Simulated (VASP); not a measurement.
# Ta3N (P-6m2) in VASP: relaxation of cell and atoms with PBE

Aim: the relaxation of cell and atoms of Ta3N with PBE.

Everything below comes from runs of VASP 6.6.1. Logs are shortened: lines on timing, memory, paths and dates and some standing lists are left out, and cuts for length are marked.

### 1 The cell of the first run

It takes space group P-6m2 (No. 187, hexagonal). The conventional cell has a = 5.675 Å, b = 5.675 Å, c = 2.800 Å, α = 90.00°, β = 90.00°, γ = 120.00°. Ta (site symmetry mm2) has 2 N at 2.20 Å and 6 Ta at 2.74 to 2.94 Å within 3.0 Å. Within 2.9 Å of N (site symmetry -6m2) lie 6 Ta at 2.20 Å and 2 N at 2.80 Å.

The cell was generated, and may not be a known phase.

### 2 Relaxation of cell and atoms, PBE

File INCAR:

```
PREC = Accurate
ENCUT = 600
EDIFF = 1E-7
ISMEAR = 0
SIGMA = 0.1
LREAL = F
LASPH = T
NELM = 80
ALGO = Normal
ISIF = 3
LWAVE = F
LCHARG = F
GGA = PE
IBRION = 2
NSW = 100
EDIFFG = -0.01
```

File KPOINTS:

```
Automatic mesh
0
Gamma
  12 12 16
```

File POSCAR:

```
Ta3N
1.0
    5.6753364985      0.0000000000      0.0000000000
   -2.8376682493      4.9149855828      0.0000000000
    0.0000000000      0.0000000000      2.8001079016
Ta N
3 1
Direct
    0.4941975448      0.5058024552      0.0000000000
    0.4941975448      0.9883950897      0.0000000000
    0.0116049103      0.5058024552      0.0000000000
    0.6666666667      0.3333333333      0.5000000000
```

Potentials or basis: VASP PAW PBE potentials, release 64 (Ta_pv, N).

Command:

```console
$ cat potpaw_PBE.64/Ta_pv/POTCAR potpaw_PBE.64/N/POTCAR > POTCAR
$ mpirun -np 1 vasp_std > vasp.out
```

OUTCAR:

```text
PREC = Accurate
   ENCUT = 600
   EDIFF = 1E-7
   ISMEAR = 0
   LREAL = F
   LASPH = T
   NELM = 80
   ISIF = 3
   GGA = PE
   IBRION = 2
   NSW = 100
   EDIFFG = -0.01

 ion  position               nearest neighbor table
   1  0.494  0.506  0.000-   4 2.20   4 2.20   3 2.74   2 2.74   3 2.94   2 2.94
   2  0.494  0.988  0.000-   4 2.20   4 2.20   3 2.74   1 2.74   3 2.94   1 2.94
   3  0.012  0.506  0.000-   4 2.20   4 2.20   1 2.74   2 2.74   1 2.94   2 2.94
   4  0.667  0.333  0.500-   3 2.20   3 2.20   2 2.20   2 2.20   1 2.20   1 2.20

  LATTYP: Found a hexagonal cell.
 ALAT       =     5.6753364985
 C/A-ratio  =     0.4933818290

  Lattice vectors:

 A1 = (   5.6753364985,   0.0000000000,   0.0000000000)
 A2 = (  -2.8376682493,   4.9149855828,   0.0000000000)
 A3 = (   0.0000000000,   0.0000000000,   2.8001079016)

Analysis of symmetry for initial positions (statically):
=====================================================================
 Subroutine PRICEL returns:
 Original cell was already a primitive cell.

 Routine SETGRP: Setting up the symmetry group for a
 hexagonal supercell.

 Subroutine GETGRP returns: Found 12 space group operations
 (whereof 12 operations were pure point group operations)
 out of a pool of 24 trial point group operations.

The static configuration has the point symmetry D_3h.

Analysis of symmetry for dynamics (positions and initial velocities):
=====================================================================
 Subroutine PRICEL returns:
 Original cell was already a primitive cell.

 Routine SETGRP: Setting up the symmetry group for a
 hexagonal supercell.

 Subroutine GETGRP returns: Found 12 space group operations
 (whereof 12 operations were pure point group operations)
 out of a pool of 24 trial point group operations.

The dynamic configuration has the point symmetry D_3h.

 Subroutine INISYM returns: Found 12 space group operations
 (whereof 12 operations are pure point group operations),
 and found     1 'primitive' translations

----------------------------------------------------------------------------------------

                                     Primitive cell

  volume of cell :      78.1068

  direct lattice vectors                    reciprocal lattice vectors
     5.675336499  0.000000000  0.000000000     0.176201006  0.101729698  0.000000000
    -2.837668249  4.914985583  0.000000000     0.000000000  0.203459396  0.000000000
     0.000000000  0.000000000  2.800107902     0.000000000  0.000000000  0.357129095

  length of vectors
     5.675336499  5.675336499  2.800107902     0.203459396  0.203459396  0.357129095
[... 97 lines left out ...]
   NUPDOWN=      -1.0000    fix difference up-down
   EMIN   =  10.00;   EMAX   =-10.00  energy-range for DOS
   EFERMI =   0.00;   METHOD = LEGACY
   ISMEAR =     0;   SIGMA  =   0.10  broadening in eV -4-tet -1-fermi 0-gaus
   EFERMI_NEDOS =   21; number of points for ismear=-14 and -15
   IALGO  =     38    algorithm
   IMIX   =      4    mixing-type and parameters
     AMIX     =   0.40;   BMIX     =  1.00
     AMIX_MAG =   1.60;   BMIX_MAG =  1.00
  volume/ion in A,a.u.               =      19.53       131.77
  Fermi-wavevector in a.u.,A,eV,Ry     =   1.287577  2.433167 22.556474  1.657854
  Thomas-Fermi vector in A             =   2.419583
   LORBIT       =      0    0 simple, 1 ext, 2 COOP (PROOUT), +10 PAW based schemes
   GGA     = PE    functional components
   LHFCALC =     F    Hartree Fock is set to
   AEXX    =    0.0000 exact exchange contribution
   IVDW    =     0    specifies the selected vdW correction
   LEPSILON=     F    determine dielectric tensor
   LRPA    =     F    only Hartree local field effects (RPA)
 conjugate gradient relaxation of ions
 non-spin polarized calculation
 Gauss-broadening in eV      SIGMA  =   0.10
  energy-cutoff  :      600.00
  volume of cell :       78.11
 maximum number of plane-waves:      2651
 NGX is ok and might be reduce to    48
   NGX = 23   NGY = 23   NGZ = 11

--------------------------------------- Ionic step        1  -------------------------------------------

 number of electron      38.0000004 magnetization

 Free energy of the ion-electron system (eV)
  ---------------------------------------------------
  ext. energy  EPLUGINS =         0.00000000
  ---------------------------------------------------
  free energy    TOTEN  =       -41.43331330 eV

  energy without entropy =      -41.41416516  energy(sigma->0) =      -41.42373923

------------------------ aborting loop because EDIFF is reached ----------------------------------------

  FORCE on cell =-STRESS in cart. coord.  units (eV):
  Direction    XX          YY          ZZ          XY          YZ          ZX
  --------------------------------------------------------------------------------------
  -------------------------------------------------------------------------------------
  Total        0.0919880      0.0919880      0.3739222     -0.0000000      0.0000000     -0.0000000
  in kB        1.8869183      1.8869183      7.6701385     -0.0000000      0.0000000     -0.0000000
  external PRESSURE =       3.8146583 kB  Pullay stress =       0.0000000 kB
[... 139 lines left out ...]
--------------------------------------- Ionic step        5  -------------------------------------------

 number of electron      38.0000003 magnetization

 Free energy of the ion-electron system (eV)
  ---------------------------------------------------
  ext. energy  EPLUGINS =         0.00000000
  ---------------------------------------------------
  free energy    TOTEN  =       -41.43570420 eV

  energy without entropy =      -41.41683973  energy(sigma->0) =      -41.42627196

 E-fermi :   3.5586     XC(G=0): -10.9176

 val. band max:        3.5573614005   @ k =   0.1667   0.1667   0.2500
 cond. band min:       3.5625594108   @ k =   0.5000   0.0000   0.1875
 fundamental gap:      0.0051980104
 Fermi energy:         3.5586324743

 k-point     1 :       0.0000    0.0000    0.0000
  band No.  band energies     occupation
      1     -31.4196      2.00000
      2     -30.9265      2.00000
      3     -30.9265      2.00000
      4     -30.3375      2.00000
      5     -30.1834      2.00000
      6     -30.1371      2.00000
[... 613 lines left out ...]
     22       5.6414      0.00000
     23       6.3880      0.00000

 [... further k-points ...]

------------------------ aborting loop because EDIFF is reached ----------------------------------------

  FORCE on cell =-STRESS in cart. coord.  units (eV):
  Direction    XX          YY          ZZ          XY          YZ          ZX
  --------------------------------------------------------------------------------------
  -------------------------------------------------------------------------------------
  Total        0.0197848      0.0197848     -0.0142979     -0.0000000     -0.0000000      0.0000000
  in kB        0.4052366      0.4052366     -0.2928514     -0.0000000     -0.0000000      0.0000000
  external PRESSURE =       0.1725406 kB  Pullay stress =       0.0000000 kB
[... 19 lines left out ...]
  FREE ENERGIE OF THE ION-ELECTRON SYSTEM (eV)
  ---------------------------------------------------
  free  energy   TOTEN  =       -41.4357041968 eV

  energy  without entropy=      -41.4168397255  energy(sigma->0) =      -41.42627196

 reached required accuracy - stopping structural energy minimisation
```

OSZICAR:

```text
N       E                     dE             d eps       ncg     rms          rms(c)
DAV:   1     0.369653244946E+03    0.36965E+03   -0.23488E+04  7954   0.183E+03
DAV:   2    -0.249227045642E+02   -0.39458E+03   -0.38969E+03  8993   0.481E+02
DAV:   3    -0.449861679122E+02   -0.20063E+02   -0.19672E+02 10256   0.950E+01
[... 48 lines left out ...]
DAV:   4    -0.414357057135E+02    0.31712E-05   -0.28882E-05 10041   0.366E-02    0.151E-02
DAV:   5    -0.414357051637E+02    0.54980E-06   -0.73661E-06 10765   0.160E-02    0.765E-03
DAV:   6    -0.414357045248E+02    0.63888E-06   -0.57419E-06  9509   0.117E-02    0.306E-03
DAV:   7    -0.414357041981E+02    0.32667E-06   -0.11901E-06  8588   0.579E-03    0.113E-03
DAV:   8    -0.414357041968E+02    0.13119E-08   -0.11786E-07  5880   0.216E-03
   5 F= -.41435704E+02 E0= -.41426272E+02  d E =-.145017E-03
```

Run time: 7.6 min. Hardware: 1 thread of Intel Xeon 6975P-C (Granite Rapids), shared host; peak memory 0.48 GiB.

What came out:

* Free energy: -41.4357 eV
* Relaxed volume: 19.56 Å³/atom
* Relaxed cell: a = 5.676 Å, b = 5.676 Å, c = 2.804 Å, α = 90.00°, β = 90.00°, γ = 120.00°
* Space group after relaxing (to 0.1 Å): P-6m2 (No. 187)
* Energy gained by relaxing: 0.6 meV/atom
* Ionic steps: 5
* Pressure after relaxing: 0.0 GPa
* Band gap on the k mesh: zero (bands 19 and 20 overlap by 1.61 eV)

Step by step:
| step | energy change (eV) | largest force (eV/Å) | pressure (GPa) | volume (Å³) |
| --- | --- | --- | --- | --- |
| 1 | 0.0000 | 0.2313 | 0.38 | 78.11 |
| 2 | 0.0006 | 0.2016 | -0.89 | 78.63 |
| 3 | -0.0022 | 0.0286 | -0.23 | 78.35 |
| 4 | -0.0022 | 0.0285 | 0.27 | 78.09 |
| 5 | -0.0024 | 0.0002 | 0.02 | 78.22 |

Final structure:
```
Ta N
1.0
     5.67576    0.00000    0.00000
    -2.83788    4.91536    0.00000
     0.00000    0.00000    2.80385
Ta N
3 1
Cartesian
  1.3642 2.4893 0.0000
  0.0000 4.8521 2.8039
  -1.3642 2.4893 2.8039
  2.8379 1.6385 1.4019
```

Caveat: spin-orbit coupling is left out, which moves the levels of the heavy elements.
